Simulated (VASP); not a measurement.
Runs of VASP 6.6.1 on Au. The structure is that of space group P6_3/mmc (No. 194), or close to it. The cells are those of the table. This isn't the form of Au at room conditions, which is fcc.

```tsv
task	spin	cell	cutoff (eV)	gap on the mesh (eV)	pressure (GPa)
single point	off	a = 2.871, b = 2.871, c = 4.880 Å, angles 90.0, 90.0, 120.0°, 2 atoms	520	none	5.0
electric field gradients	off	a = 2.871, b = 2.871, c = 4.880 Å, angles 90.0, 90.0, 120.0°, 2 atoms	520	none	5.0
electric field gradients	non-collinear, zero start, SOC	a = 2.900, b = 2.900, c = 4.880 Å, angles 90.0, 90.0, 120.0°, 2 atoms	400	-	0.5
single point	off	a = 2.813, b = 2.813, c = 4.880 Å, angles 90.0, 90.0, 120.0°, 2 atoms	520	none	12.8
single point	off	a = 2.958, b = 2.958, c = 4.880 Å, angles 90.0, 90.0, 120.0°, 2 atoms	520	none	(a)
```

Alike in all rows: level PBE; potentials or basis VASP PAW PBE potentials, release 64 (Au); k mesh 14 × 14 × 8; smearing fermi-dirac 0.03 eV.

Estimate the missing entries.

(a) -3.5.

Caveats: spin-orbit coupling is left out, which moves the levels of the heavy elements (at least some runs); the cell stands under pressure (at least some runs); the cell stands under tension (at least some runs).

A k mesh can miss the band edges, and rows without SOC leave out spin-orbit coupling on Au.

A gap of «none» marks levels without a gap at the run's occupations.
